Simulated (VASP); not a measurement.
# GaN in VASP: a series of runs

The runs below take GaN through single point, with LDA.

Program: VASP 6.6.1. These are calculated values, not measurements. Logs are shortened: lines on timing, memory, paths and dates and some standing lists are left out, and cuts for length are marked.

## 1. The cell of the first run

It takes space group I-4m2 (No. 119, tetragonal). Conventional cell: a = 3.150 Å, b = 3.150 Å, c = 4.478 Å, α = 90.00°, β = 90.00°, γ = 90.00°. Within 2.6 Å of Ga (site symmetry -4m2) lie 4 N at 1.93 Å. Within 2.6 Å of N (site symmetry -4m2) lie 4 Ga at 1.93 Å.

## 2. Single point, LDA, non-collinear spin, zero start, spin-orbit coupling (z stretched by +0.5 %, x and y held)

File INCAR:

```
ALGO     = Normal         # electronic algorithm
EDIFF    = 1E-6           # SCF threshold, eV
ENCUT    = 520            # plane-wave cutoff, eV
GGA_COMPAT= F            
ISIF     = 2              # what is computed and relaxed
ISMEAR   = 0              # smearing method
LASPH    = T              # aspherical terms in the spheres
LCHARG   = T              # write CHGCAR
LNONCOLLINEAR= T              # non-collinear magnetism
LORBIT   = 11             # projections on sites
LORBMOM  = T            
LREAL    = F              # projectors in reciprocal space
LSORBIT  = T              # spin-orbit coupling
LVHAR    = T            
LWAVE    = F              # write WAVECAR
MAGMOM   = 0 0 0 0 0 0    # initial moments
NBANDS   = 30             # bands
NELM     = 150            # most SCF steps
PREC     = Accurate       # precision mode
SIGMA    = 0.01           # smearing width, eV
```

File KPOINTS:

```
k-points
0
Gamma
  10 10 10
```

File POSCAR:

```
GaN
1.0
    0.0000000000      2.2277045316      2.2388430543
    2.2277045316      0.0000000000      2.2388430543
    2.2277045316      2.2277045316      0.0000000000
Ga N
1 1
Direct
    0.0000000000      0.0000000000      0.0000000000
    0.2500000000      0.2500000000      0.2500000000
```

Potentials or basis: VASP PAW LDA potentials, release 64 (Ga_d, N).

Started as:

```bash
> cat potpaw_LDA.64/Ga_d/POTCAR potpaw_LDA.64/N/POTCAR > POTCAR
> mpirun -np 1 vasp_ncl > vasp.out
```

OUTCAR:

```text
EDIFF = 1E-6
   ENCUT = 520
   ISIF = 2
   ISMEAR = 0
   LASPH = T
   LNONCOLLINEAR = T
   LORBIT = 11
   LREAL = F
   LSORBIT = T
   NELM = 150
   PREC = Accurate

 ion  position               nearest neighbor table
   1  0.000  0.000  0.000-   2 1.93   2 1.93   2 1.93   2 1.93
   2  0.250  0.250  0.250-   1 1.93   1 1.93   1 1.93   1 1.93

  LATTYP: Found a body centered tetragonal cell.
 ALAT       =     3.1504499615
 C/A-ratio  =     1.4212846302

  Lattice vectors:

 A1 = (  -2.2277045316,   0.0000000000,   2.2388430543)
 A2 = (   2.2277045316,   0.0000000000,   2.2388430543)
 A3 = (   0.0000000000,   2.2277045316,  -2.2388430543)

Analysis of symmetry for initial positions (statically):
=====================================================================
 Subroutine PRICEL returns:
 Original cell was already a primitive cell.

 Routine SETGRP: Setting up the symmetry group for a
 body centered tetragonal supercell.

 Subroutine GETGRP returns: Found  8 space group operations
 (whereof  8 operations were pure point group operations)
 out of a pool of 16 trial point group operations.

The static configuration has the point symmetry D_2d.

Analysis of symmetry for dynamics (positions and initial velocities):
=====================================================================
 Subroutine PRICEL returns:
 Original cell was already a primitive cell.

 Routine SETGRP: Setting up the symmetry group for a
 body centered tetragonal supercell.

 Subroutine GETGRP returns: Found  8 space group operations
 (whereof  8 operations were pure point group operations)
 out of a pool of 16 trial point group operations.

The dynamic configuration has the point symmetry D_2d.

Analysis of structural, dynamic, and magnetic symmetry:
=====================================================================
 Subroutine PRICEL returns:
 Original cell was already a primitive cell.

 Routine SETGRP: Setting up the symmetry group for a
 body centered tetragonal supercell.

 Subroutine GETGRP returns: Found  8 space group operations
 (whereof  8 operations were pure point group operations)
 out of a pool of 16 trial point group operations.

The overall configuration has the point symmetry D_2d.

 Subroutine INISYM returns: Found  8 space group operations
 (whereof  8 operations are pure point group operations),
 and found     1 'primitive' translations

----------------------------------------------------------------------------------------

[... 968 lines left out ...]
    total drift:                                0.000003      0.000003      0.000003

  FREE ENERGIE OF THE ION-ELECTRON SYSTEM (eV)
  ---------------------------------------------------
  free  energy   TOTEN  =       -13.9498622173 eV

  energy  without entropy=      -13.9498622173  energy(sigma->0) =      -13.94986222

 orbital moment (x)

 # of ion     p       d       tot
 ----------------------------------------
  1        -0.000  -0.000  -0.000
  2        -0.000   0.000  -0.000
 ----------------------------------------
           -0.000  -0.000  -0.000

 orbital moment (y)

 # of ion     p       d       tot
 ----------------------------------------
  1        -0.000   0.000   0.000
  2        -0.000   0.000  -0.000
 ----------------------------------------
           -0.000   0.000   0.000

 orbital moment (z)

 # of ion     p       d       tot
 ----------------------------------------
  1         0.000  -0.000   0.000
  2         0.000   0.000   0.000
 ----------------------------------------
            0.000  -0.000   0.000

 Spin-Orbit-Coupling matrix elements

 Ion:    1  E_soc:     -0.0114363
 l=   1
     0.0000000    -0.0010624    -0.0010614
    -0.0010624     0.0000000    -0.0010624
    -0.0010614    -0.0010624     0.0000000
 l=   2
     0.0000000    -0.0001766     0.0000000    -0.0001766    -0.0006675
    -0.0001766     0.0000000    -0.0005004    -0.0001767    -0.0001668
     0.0000000    -0.0005004     0.0000000    -0.0005004     0.0000000
    -0.0001766    -0.0001767    -0.0005004     0.0000000    -0.0001668
    -0.0006675    -0.0001668     0.0000000    -0.0001668     0.0000000
 l=   3
     0.0000000     0.0000000     0.0000000     0.0000000     0.0000000     0.0000000     0.0000000
     0.0000000     0.0000000     0.0000000     0.0000000     0.0000000     0.0000000     0.0000000
     0.0000000     0.0000000     0.0000000     0.0000000     0.0000000     0.0000000     0.0000000
     0.0000000     0.0000000     0.0000000     0.0000000     0.0000000     0.0000000     0.0000000
     0.0000000     0.0000000     0.0000000     0.0000000     0.0000000     0.0000000     0.0000000
     0.0000000     0.0000000     0.0000000     0.0000000     0.0000000     0.0000000     0.0000000
     0.0000000     0.0000000     0.0000000     0.0000000     0.0000000     0.0000000     0.0000000

 Ion:    2  E_soc:     -0.0000997
 l=   1
     0.0000000    -0.0000166    -0.0000167
    -0.0000166     0.0000000    -0.0000166
    -0.0000167    -0.0000166     0.0000000
 l=   2
     0.0000000     0.0000000     0.0000000     0.0000000     0.0000000
     0.0000000     0.0000000     0.0000000     0.0000000     0.0000000
     0.0000000     0.0000000     0.0000000     0.0000000     0.0000000
     0.0000000     0.0000000     0.0000000     0.0000000     0.0000000
     0.0000000     0.0000000     0.0000000     0.0000000     0.0000000
 l=   3
     0.0000000     0.0000000     0.0000000     0.0000000     0.0000000     0.0000000     0.0000000
     0.0000000     0.0000000     0.0000000     0.0000000     0.0000000     0.0000000     0.0000000
     0.0000000     0.0000000     0.0000000     0.0000000     0.0000000     0.0000000     0.0000000
     0.0000000     0.0000000     0.0000000     0.0000000     0.0000000     0.0000000     0.0000000
     0.0000000     0.0000000     0.0000000     0.0000000     0.0000000     0.0000000     0.0000000
     0.0000000     0.0000000     0.0000000     0.0000000     0.0000000     0.0000000     0.0000000
     0.0000000     0.0000000     0.0000000     0.0000000     0.0000000     0.0000000     0.0000000

 total charge

# of ion       s       p       d       tot
------------------------------------------
    1        0.804   0.946  10.194  11.944
    2        1.209   2.508   0.000   3.717
--------------------------------------------------
tot          2.013   3.454  10.194  15.661

 magnetization (x)

# of ion       s       p       d       tot
------------------------------------------
    1       -0.000   0.000  -0.000  -0.000
    2        0.000   0.000   0.000   0.000
--------------------------------------------------
tot         -0.000   0.000  -0.000  -0.000

 magnetization (y)

# of ion       s       p       d       tot
------------------------------------------
    1        0.000   0.000   0.000   0.000
    2        0.000   0.000   0.000   0.000
--------------------------------------------------
tot          0.000   0.000   0.000   0.000

 magnetization (z)

# of ion       s       p       d       tot
------------------------------------------
    1       -0.000   0.000   0.000   0.000
    2        0.000   0.000   0.000   0.000
--------------------------------------------------
tot         -0.000   0.000   0.000   0.000
```

stdout:

```text
POSCAR found type information on POSCAR GaN
 POSCAR found :  2 types and       2 ions
 scaLAPACK will be used
 LDA part: xc-table for (Slater(with rela. corr.)+CA(PZ))
 , standard interpolation
 POSCAR, INCAR and KPOINTS ok, starting setup
 FFT: planning ... GRIDC
 FFT: planning ... GRID_SOFT
 FFT: planning ... GRID
 WAVECAR not read
 entering main loop
```

Run time: 6.2 min. Hardware: 1 thread of Intel Xeon 8259CL, shared host; peak memory 0.28 GiB.

Results:

```
Free energy                                           : -13.9499 eV
Pressure                                              : 0.1 GPa
Net moment                                            : 0.00 μB per cell
Valence electrons inside the program's atomic spheres : Ga 11.94; N 3.72
```

Stress tensor (GPa, compression positive):
```
 0.30  0.00  0.00
 0.00  0.30  0.00
 0.00  0.00 -0.36
```

Moments on the atoms (μB; x, y, z):
```
Ga  0.00 0.00 0.00
N   0.00 0.00 0.00
```

Caveat: the cell differs from its parent crystal (z stretched by +0.5 %, x and y held).

## 3. Single point, LDA, non-collinear spin, zero start, spin-orbit coupling (equal xy, yz and zx engineering shears of -0.5 %)

File INCAR:

```
  ALGO = Normal
  EDIFF = 1E-6
  ENCUT = 520
  GGA = CA
  GGA_COMPAT = False
  ISIF = 2
  ISMEAR = 0
  LASPH = True
  LCHARG = False
  LNONCOLLINEAR = True
  LORBIT = 11
  LORBMOM = True
  LREAL = False
  LSORBIT = True
  LWAVE = False
  MAGMOM = 0 0 0 0 0 0
  NBANDS = 30
  NELM = 150
  PREC = Accurate
  SIGMA = 0.01
```

KPOINTS is that of step 2.

File POSCAR:

```
GaN
1.0
   -0.0111385227      2.2221352703      2.2221352703
    2.2221352703     -0.0111385227      2.2221352703
    2.2221352703      2.2221352703     -0.0111385227
Ga N
1 1
Direct
   -0.0003904012     -0.0003904012     -0.0003904012
    0.2503904012      0.2503904012      0.2503904012
```

Potentials or basis: VASP PAW LDA potentials, release 64 (Ga_d, N).

Started as:

```bash
> cat potpaw_LDA.64/Ga_d/POTCAR potpaw_LDA.64/N/POTCAR > POTCAR
> mpirun -np 1 vasp_ncl > vasp.out
```

OUTCAR:

```text
EDIFF = 1E-6
   ENCUT = 520
   GGA = CA
   ISIF = 2
   ISMEAR = 0
   LASPH = True
   LNONCOLLINEAR = True
   LORBIT = 11
   LREAL = False
   LSORBIT = True
   NELM = 150
   PREC = Accurate

 ion  position               nearest neighbor table
   1  1.000  1.000  1.000-   2 1.93   2 1.93   2 1.93   2 1.93
   2  0.250  0.250  0.250-   1 1.93   1 1.93   1 1.93   1 1.93

  LATTYP: Found a trigonal (rhomboedric) cell.
 ALAT       =     3.1425935763
 COS(alpha) =     0.4949812503

  Lattice vectors:

 A1 = (  -0.0111385227,   2.2221352703,   2.2221352703)
 A2 = (   2.2221352703,  -0.0111385227,   2.2221352703)
 A3 = (   2.2221352703,   2.2221352703,  -0.0111385227)

Analysis of symmetry for initial positions (statically):
=====================================================================
 Subroutine PRICEL returns:
 Original cell was already a primitive cell.

 Routine SETGRP: Setting up the symmetry group for a
[... 1058 lines left out ...]
 l=   3
     0.0000000     0.0000000     0.0000000     0.0000000     0.0000000     0.0000000     0.0000000
     0.0000000     0.0000000     0.0000000     0.0000000     0.0000000     0.0000000     0.0000000
     0.0000000     0.0000000     0.0000000     0.0000000     0.0000000     0.0000000     0.0000000
     0.0000000     0.0000000     0.0000000     0.0000000     0.0000000     0.0000000     0.0000000
     0.0000000     0.0000000     0.0000000     0.0000000     0.0000000     0.0000000     0.0000000
     0.0000000     0.0000000     0.0000000     0.0000000     0.0000000     0.0000000     0.0000000
     0.0000000     0.0000000     0.0000000     0.0000000     0.0000000     0.0000000     0.0000000

 Ion:    2  E_soc:     -0.0000996
 l=   1
     0.0000000    -0.0000166    -0.0000166
    -0.0000166     0.0000000    -0.0000166
    -0.0000166    -0.0000166     0.0000000
 l=   2
     0.0000000     0.0000000     0.0000000     0.0000000     0.0000000
     0.0000000     0.0000000     0.0000000     0.0000000     0.0000000
     0.0000000     0.0000000     0.0000000     0.0000000     0.0000000
     0.0000000     0.0000000     0.0000000     0.0000000     0.0000000
     0.0000000     0.0000000     0.0000000     0.0000000     0.0000000
 l=   3
     0.0000000     0.0000000     0.0000000     0.0000000     0.0000000     0.0000000     0.0000000
     0.0000000     0.0000000     0.0000000     0.0000000     0.0000000     0.0000000     0.0000000
     0.0000000     0.0000000     0.0000000     0.0000000     0.0000000     0.0000000     0.0000000
     0.0000000     0.0000000     0.0000000     0.0000000     0.0000000     0.0000000     0.0000000
     0.0000000     0.0000000     0.0000000     0.0000000     0.0000000     0.0000000     0.0000000
     0.0000000     0.0000000     0.0000000     0.0000000     0.0000000     0.0000000     0.0000000
     0.0000000     0.0000000     0.0000000     0.0000000     0.0000000     0.0000000     0.0000000

 total charge

# of ion       s       p       d       tot
------------------------------------------
    1        0.805   0.952  10.198  11.955
    2        1.209   2.512   0.000   3.721
--------------------------------------------------
tot          2.014   3.464  10.198  15.676

 magnetization (x)

# of ion       s       p       d       tot
------------------------------------------
    1        0.000   0.000  -0.000   0.000
    2       -0.000   0.000   0.000  -0.000
--------------------------------------------------
tot         -0.000   0.000  -0.000  -0.000

 magnetization (y)

# of ion       s       p       d       tot
------------------------------------------
    1        0.000   0.000   0.000   0.000
    2        0.000   0.000   0.000   0.000
--------------------------------------------------
tot          0.000   0.000   0.000   0.000

 magnetization (z)

# of ion       s       p       d       tot
------------------------------------------
    1       -0.000   0.000  -0.000   0.000
    2       -0.000   0.000   0.000  -0.000
--------------------------------------------------
tot         -0.000   0.000  -0.000  -0.000
```

OSZICAR:

```text
N       E                     dE             d eps       ncg     rms          rms(c)
DAV:   1     0.140736473153E+03    0.14074E+03   -0.85444E+03 16150   0.221E+03
DAV:   2     0.315976280078E+01   -0.13758E+03   -0.12671E+03 13528   0.484E+02
DAV:   3    -0.154480630979E+02   -0.18608E+02   -0.18277E+02 15130   0.130E+02
DAV:   4    -0.160177406813E+02   -0.56968E+00   -0.56865E+00 14880   0.248E+01
DAV:   5    -0.160267136697E+02   -0.89730E-02   -0.89723E-02 15410   0.320E+00    0.761E+00
DAV:   6    -0.139766872378E+02    0.20500E+01   -0.37157E+00 21392   0.442E+01    0.242E+00
DAV:   7    -0.139778104553E+02   -0.11232E-02   -0.50774E-01 14742   0.723E+00    0.176E+00
DAV:   8    -0.139592224153E+02    0.18588E-01   -0.10493E-01 19130   0.385E+00    0.106E+00
DAV:   9    -0.139483959607E+02    0.10826E-01   -0.26166E-02 20694   0.336E+00    0.241E-01
DAV:  10    -0.139488306869E+02   -0.43473E-03   -0.27847E-03 18112   0.762E-01    0.136E-01
DAV:  11    -0.139487081533E+02    0.12253E-03   -0.38287E-04 20184   0.546E-01    0.485E-02
DAV:  12    -0.139487147443E+02   -0.65910E-05   -0.76720E-05 14430   0.693E-02    0.432E-02
DAV:  13    -0.139487173729E+02   -0.26286E-05   -0.15224E-06 15600   0.121E-02    0.579E-02
DAV:  14    -0.139487119535E+02    0.54195E-05   -0.11984E-05 13440   0.364E-02    0.170E-03
DAV:  15    -0.139487120943E+02   -0.14078E-06   -0.14590E-06 11402   0.908E-03
   1 F= -.13948712E+02 E0= -.13948712E+02  d E =-.566327E-29  mag=    -0.0000    -0.0000     0.0000
```

It took 7.9 min on 1 thread of Intel Xeon 8259CL, shared host; peak memory 0.33 GiB.

Results:

- Free energy: -13.9487 eV
- Pressure: 1.1 GPa
- Net moment: 0.00 μB per cell
- Valence electrons inside the program's atomic spheres: Ga 11.96; N 3.72

Forces on the atoms (eV/Å):
```
Ga  -0.001 -0.001 -0.001
N    0.001  0.001  0.001
```

Moments on the atoms (μB; x, y, z):
```
Ga  0.00 0.00 0.00
N   0.00 0.00 0.00
```

Caveat: the cell differs from its parent crystal (equal xy, yz and zx engineering shears of -0.5 %).

[end of part 1 of 2]
